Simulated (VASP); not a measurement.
# Sb (R-3m) in VASP: notebook

The runs below take Sb through electric field gradients, with LDA.

All numbers are computed with VASP 6.6.1; they aren't measurements. Logs are shortened: lines on timing, memory, paths and dates and some standing lists are left out, and cuts for length are marked.

## 1. The cell of the first run

Symmetry: R-3m, No. 166, trigonal system. Conventional cell: a = 4.287 Å, b = 4.287 Å, c = 11.194 Å, α = 90.00°, β = 90.00°, γ = 120.00°. Sb (site symmetry 3m) has 6 Sb at 2.89 to 3.33 Å within 3.8 Å.

## 2. Electric field gradients, LDA (29.69 Å³/atom)

INCAR reads:

```
SYSTEM = Sb
PREC = Accurate
ENCUT = 520
EDIFF = 1E-8
ISMEAR = -1
SIGMA = 0.03
LREAL = .FALSE.
LASPH = .TRUE.
NELM = 80
ALGO = Normal
ISIF = 2
LWAVE = .FALSE.
LCHARG = .FALSE.
LEFG = .TRUE.
NBANDS = 12
```

KPOINTS reads:

```
regular mesh
0
G
  12 12 12
  0 0 0
```

POSCAR reads:

```
Sb
1.0
    2.1434076350      1.2374969751      3.7314781673
   -2.1434076350      1.2374969751      3.7314781673
    0.0000000000     -2.4749939500      3.7314781673
Sb
2
Direct
    0.2336400000      0.2336400000      0.2336400000
    0.7663600000      0.7663600000      0.7663600000
```

Potentials or basis: VASP PAW LDA potentials, release 64 (Sb).

Command:

```
> cat potpaw_LDA.64/Sb/POTCAR > POTCAR
> mpirun -np 1 vasp_std > vasp.out
```

OUTCAR:

```text
SYSTEM = Sb
   PREC = Accurate
   ENCUT = 520
   EDIFF = 1E-8
   ISMEAR = -1
   LREAL = .FALSE.
   LASPH = .TRUE.
   NELM = 80
   ISIF = 2

 ion  position               nearest neighbor table
   1  0.234  0.234  0.234-   2 2.89   2 2.89   2 2.89   2 3.33   2 3.33   2 3.33
   2  0.766  0.766  0.766-   1 2.89   1 2.89   1 2.89   1 3.33   1 3.33   1 3.33

  LATTYP: Found a trigonal (rhomboedric) cell.
 ALAT       =     4.4776695240
 COS(alpha) =     0.5417151843

  Lattice vectors:

 A1 = (   2.1434076350,   1.2374969751,   3.7314781673)
 A2 = (  -2.1434076350,   1.2374969751,   3.7314781673)
 A3 = (   0.0000000000,  -2.4749939500,   3.7314781673)

Analysis of symmetry for initial positions (statically):
=====================================================================
 Subroutine PRICEL returns:
 Original cell was already a primitive cell.

 Routine SETGRP: Setting up the symmetry group for a
 trigonal (rhombohedral) supercell.

 Subroutine GETGRP returns: Found 12 space group operations
 (whereof 12 operations were pure point group operations)
 out of a pool of 12 trial point group operations.

The static configuration has the point symmetry D_3d.

Analysis of symmetry for dynamics (positions and initial velocities):
=====================================================================
 Subroutine PRICEL returns:
 Original cell was already a primitive cell.

 Routine SETGRP: Setting up the symmetry group for a
 trigonal (rhombohedral) supercell.

 Subroutine GETGRP returns: Found 12 space group operations
 (whereof 12 operations were pure point group operations)
 out of a pool of 12 trial point group operations.

The dynamic configuration has the point symmetry D_3d.

 Subroutine INISYM returns: Found 12 space group operations
 (whereof 12 operations are pure point group operations),
 and found     1 'primitive' translations

----------------------------------------------------------------------------------------

                                     Primitive cell

  volume of cell :      59.3856

  direct lattice vectors                    reciprocal lattice vectors
     2.143407635  1.237496975  3.731478167     0.233273406  0.134680464  0.089330104
[... 137 lines left out ...]
 cond. band min:       7.4000714505   @ k =  -0.4167   0.5000   0.4167
 fundamental gap:      0.1883373591
 Fermi energy:         7.3578140122

 k-point     1 :       0.0000    0.0000    0.0000
  band No.  band energies     occupation
      1      -5.5138      2.00000
      2       2.5612      2.00000
      3       5.2737      2.00000
      4       5.5303      2.00000
      5       5.5303      2.00000
      6       9.4247      0.00000
      7      10.0579      0.00000
      8      10.0579      0.00000
      9      12.4184      0.00000
     10      12.4184      0.00000
     11      12.5938      0.00000
     12      13.8664      0.00000
[... 331 lines left out ...]
 k-point    24 :      -0.4167    0.1667    0.0000
  band No.  band energies     occupation
      1      -2.9545      2.00000
      2      -2.2079      2.00000
      3       3.5649      2.00000
      4       5.0716      2.00000
      5       5.6287      2.00000
      6       8.2922      0.00000
      7       8.6398      0.00000
      8      10.4648      0.00000
      9      13.8512      0.00000
     10      14.3846      0.00000
     11      14.9832      0.00000
     12      17.2944      0.00000

 [... further k-points ...]

------------------------ aborting loop because EDIFF is reached ----------------------------------------

  FORCE on cell =-STRESS in cart. coord.  units (eV):
  Direction    XX          YY          ZZ          XY          YZ          ZX
  --------------------------------------------------------------------------------------
  -------------------------------------------------------------------------------------
  Total        0.0948090      0.0948090     -0.1401306      0.0000000     -0.0000000      0.0000000
  in kB        2.5578728      2.5578728     -3.7806154      0.0000000     -0.0000000      0.0000000
  external PRESSURE =       0.4450434 kB  Pullay stress =       0.0000000 kB

 VOLUME and BASIS-vectors are now :
 -----------------------------------------------------------------------------
  energy-cutoff  :      520.00
  volume of cell :       59.39
      direct lattice vectors                 reciprocal lattice vectors
     2.143407635  1.237496975  3.731478167     0.233273406  0.134680464  0.089330104
    -2.143407635  1.237496975  3.731478167    -0.233273406  0.134680464  0.089330104
     0.000000000 -2.474993950  3.731478167     0.000000000 -0.269360928  0.089330104

 POSITION                                       TOTAL-FORCE (eV/Angst)
 -----------------------------------------------------------------------------------
      0.00000      0.00000      2.61547         0.000000      0.000000      0.192790
      0.00000      0.00000      8.57897         0.000000     -0.000000     -0.192790
 -----------------------------------------------------------------------------------
    total drift:                                0.000000     -0.000000      0.000000

  FREE ENERGIE OF THE ION-ELECTRON SYSTEM (eV)
  ---------------------------------------------------
  free  energy   TOTEN  =        -9.6212815567 eV

  energy  without entropy=       -9.6209441044  energy(sigma->0) =       -9.62111283

 Electric field gradients (V/A^2)
---------------------------------------------------------------------
 ion       V_xx      V_yy      V_zz      V_xy      V_xz      V_yz
---------------------------------------------------------------------
   1      21.512    21.512   -43.023    -0.000    -0.000    -0.000
   2      21.512    21.512   -43.023    -0.000    -0.000    -0.000
---------------------------------------------------------------------

 Electric field gradients after diagonalization (V/A^2)
 (convention: |V_zz| > |V_xx| > |V_yy|)
----------------------------------------------------------------------
 ion       V_xx      V_yy      V_zz     asymmetry (V_yy - V_xx)/ V_zz
----------------------------------------------------------------------
   1      21.512    21.512   -43.023       0.000
   2      21.512    21.512   -43.023       0.000
----------------------------------------------------------------------

           NMR quadrupolar parameters

 Cq : quadrupolar parameter    Cq=e*Q*V_zz/h
 eta: asymmetry parameters     (V_yy - V_xx)/ V_zz
 Q  : nuclear electric quadrupole moment in mb (millibarn)
----------------------------------------------------------------------
 ion       Cq(MHz)       eta       Q (mb)
----------------------------------------------------------------------
   1      -0.104       0.000       1.000
   2      -0.104       0.000       1.000
----------------------------------------------------------------------
```

OSZICAR:

```text
N       E                     dE             d eps       ncg     rms          rms(c)
DAV:   1     0.362114465488E+02    0.36211E+02   -0.35543E+03  4536   0.657E+02
DAV:   2    -0.762475376083E+01   -0.43836E+02   -0.42300E+02  6056   0.110E+02
DAV:   3    -0.963176279033E+01   -0.20070E+01   -0.19949E+01  5664   0.264E+01
DAV:   4    -0.964899772485E+01   -0.17235E-01   -0.17233E-01  5264   0.298E+00
DAV:   5    -0.964922231461E+01   -0.22459E-03   -0.22459E-03  5556   0.366E-01    0.323E+00
DAV:   6    -0.963117010481E+01    0.18052E-01   -0.44054E-03  5312   0.328E-01    0.193E+00
DAV:   7    -0.962127285330E+01    0.98973E-02   -0.92783E-03  5148   0.471E-01    0.552E-02
DAV:   8    -0.962127730748E+01   -0.44542E-05   -0.30389E-04  5312   0.113E-01    0.197E-02
DAV:   9    -0.962128179821E+01   -0.44907E-05   -0.19973E-05  5504   0.255E-02    0.786E-03
DAV:  10    -0.962128150300E+01    0.29521E-06   -0.18066E-06  5400   0.712E-03    0.117E-03
DAV:  11    -0.962128155709E+01   -0.54082E-07   -0.16224E-07  5344   0.246E-03    0.457E-04
DAV:  12    -0.962128155666E+01    0.42888E-09   -0.13970E-08  3804   0.594E-04
   1 F= -.96212816E+01 E0= -.96211128E+01  d E =-.337452E-03
```

Wall time 2.9 min (1 thread of Intel Xeon Platinum 8488C (Sapphire Rapids), shared host); peak memory 0.24 GiB.

Results:

| Property | Result |
| --- | --- |
| Free energy | -9.6213 eV |
| Pressure | 0.0 GPa |
| Largest force | 0.193 eV/Å |
| Band gap on the k mesh | zero (bands 5 and 6 overlap by 0.30 eV) |
| Largest electric field gradient by atom | Sb -43.0 V/Å² |

Forces in eV/Å, atoms in the order of the input:
```
Sb   0.000  0.000  0.193
Sb   0.000  0.000 -0.193
```

Electric field gradients, principal values (V/Å²):
| atom | least | middle | greatest (by size) |
| --- | --- | --- | --- |
| 1 Sb | 21.512 | 21.512 | -43.023 |
| 2 Sb | 21.512 | 21.512 | -43.023 |

Caveat: without QUAD_EFG the Cq values of the log hold for a quadrupole moment of 1 mb, not for the nuclei; spin-orbit coupling is left out, which moves the levels of the heavy elements.

## 3. Electric field gradients, LDA (30.29 Å³/atom)

This run uses another cell than the first one, of 30.29 Å³/atom.

INCAR is that of step 2.

KPOINTS reads:

```
Automatic mesh
0
G
  12 12 12
  0 0 0
```

POSCAR reads:

```
Sb
1.0
    2.1577452361      1.2457747929      3.7564386296
   -2.1577452361      1.2457747929      3.7564386296
    0.0000000000     -2.4915495857      3.7564386296
Sb
2
Direct
    0.2336400000      0.2336400000      0.2336400000
    0.7663600000      0.7663600000      0.7663600000
```

Potentials or basis: VASP PAW LDA potentials, release 64 (Sb).

Command:

```
> cat potpaw_LDA.64/Sb/POTCAR > POTCAR
> mpirun -np 1 vasp_std > vasp.out
```

OUTCAR:

```text
SYSTEM = Sb
   PREC = Accurate
   ENCUT = 520
   EDIFF = 1E-8
   ISMEAR = -1
   LREAL = .FALSE.
   LASPH = .TRUE.
   NELM = 80
   ISIF = 2

 ion  position               nearest neighbor table
   1  0.234  0.234  0.234-   2 2.91   2 2.91   2 2.91   2 3.36   2 3.36   2 3.36
   2  0.766  0.766  0.766-   1 2.91   1 2.91   1 2.91   1 3.36   1 3.36   1 3.36

  LATTYP: Found a trigonal (rhomboedric) cell.
 ALAT       =     4.5076213812
 COS(alpha) =     0.5417151843

  Lattice vectors:

 A1 = (   2.1577452361,   1.2457747929,   3.7564386296)
 A2 = (  -2.1577452361,   1.2457747929,   3.7564386296)
 A3 = (   0.0000000000,  -2.4915495857,   3.7564386296)

Analysis of symmetry for initial positions (statically):
=====================================================================
 Subroutine PRICEL returns:
 Original cell was already a primitive cell.

 Routine SETGRP: Setting up the symmetry group for a
 trigonal (rhombohedral) supercell.

 Subroutine GETGRP returns: Found 12 space group operations
 (whereof 12 operations were pure point group operations)
 out of a pool of 12 trial point group operations.

The static configuration has the point symmetry D_3d.

Analysis of symmetry for dynamics (positions and initial velocities):
=====================================================================
 Subroutine PRICEL returns:
 Original cell was already a primitive cell.

 Routine SETGRP: Setting up the symmetry group for a
 trigonal (rhombohedral) supercell.

 Subroutine GETGRP returns: Found 12 space group operations
 (whereof 12 operations were pure point group operations)
[... 506 lines left out ...]
      3       3.3951      2.00000
      4       4.8664      2.00000
      5       5.4065      2.00000
      6       8.0335      0.00000
      7       8.3469      0.00000
      8      10.1518      0.00000
      9      13.5778      0.00000
     10      14.1012      0.00000
     11      14.7088      0.00000
     12      16.9846      0.00000

 [... further k-points ...]

------------------------ aborting loop because EDIFF is reached ----------------------------------------

  FORCE on cell =-STRESS in cart. coord.  units (eV):
  Direction    XX          YY          ZZ          XY          YZ          ZX
  --------------------------------------------------------------------------------------
  -------------------------------------------------------------------------------------
  Total       -0.3804641     -0.3804641     -0.5237998      0.0000000     -0.0000000      0.0000000
  in kB      -10.0613681    -10.0613681    -13.8518787      0.0000000     -0.0000000      0.0000000
  external PRESSURE =     -11.3248716 kB  Pullay stress =       0.0000000 kB

 VOLUME and BASIS-vectors are now :
 -----------------------------------------------------------------------------
  energy-cutoff  :      520.00
  volume of cell :       60.59
      direct lattice vectors                 reciprocal lattice vectors
     2.157745236  1.245774793  3.756438630     0.231723371  0.133785551  0.088736531
    -2.157745236  1.245774793  3.756438630    -0.231723371  0.133785551  0.088736531
     0.000000000 -2.491549586  3.756438630     0.000000000 -0.267571101  0.088736531

 POSITION                                       TOTAL-FORCE (eV/Angst)
 -----------------------------------------------------------------------------------
      0.00000      0.00000      2.63296         0.000000      0.000000      0.087739
      0.00000      0.00000      8.63635         0.000000     -0.000000     -0.087739
 -----------------------------------------------------------------------------------
    total drift:                                0.000000     -0.000000      0.000000

  FREE ENERGIE OF THE ION-ELECTRON SYSTEM (eV)
  ---------------------------------------------------
  free  energy   TOTEN  =        -9.6171583453 eV

  energy  without entropy=       -9.6168278738  energy(sigma->0) =       -9.61699311

 Electric field gradients (V/A^2)
---------------------------------------------------------------------
 ion       V_xx      V_yy      V_zz      V_xy      V_xz      V_yz
---------------------------------------------------------------------
   1      21.572    21.572   -43.144     0.000    -0.000    -0.000
   2      21.572    21.572   -43.144     0.000    -0.000    -0.000
---------------------------------------------------------------------

 Electric field gradients after diagonalization (V/A^2)
 (convention: |V_zz| > |V_xx| > |V_yy|)
----------------------------------------------------------------------
 ion       V_xx      V_yy      V_zz     asymmetry (V_yy - V_xx)/ V_zz
----------------------------------------------------------------------
   1      21.572    21.572   -43.144       0.000
   2      21.572    21.572   -43.144       0.000
----------------------------------------------------------------------

           NMR quadrupolar parameters

 Cq : quadrupolar parameter    Cq=e*Q*V_zz/h
 eta: asymmetry parameters     (V_yy - V_xx)/ V_zz
 Q  : nuclear electric quadrupole moment in mb (millibarn)
----------------------------------------------------------------------
 ion       Cq(MHz)       eta       Q (mb)
----------------------------------------------------------------------
   1      -0.104       0.000       1.000
   2      -0.104       0.000       1.000
----------------------------------------------------------------------
```

Run time: 3 min. Hardware: 1 thread of Intel Xeon Platinum 8488C (Sapphire Rapids), shared host; peak memory 0.24 GiB.

Results:

```
Free energy                             : -9.6172 eV
Pressure                                : -1.1 GPa
Largest force                           : 0.088 eV/Å
Band gap on the k mesh                  : zero (bands 5 and 6 overlap by 0.26 eV)
Largest electric field gradient by atom : Sb -43.1 V/Å²
```

Forces on the atoms (eV/Å):
```
Sb   0.000  0.000  0.088
Sb   0.000  0.000 -0.088
```

Electric field gradients, principal values (V/Å²):
```csv
atom,least,middle,greatest (by size)
1 Sb,21.572,21.572,-43.144
2 Sb,21.572,21.572,-43.144
```

Caveat: without QUAD_EFG the Cq values of the log hold for a quadrupole moment of 1 mb, not for the nuclei; spin-orbit coupling is left out, which moves the levels of the heavy elements.

(Part 1 of 2 ends here.)

The gap in the log of VASP goes by the Fermi energy; the results here count the filled bands.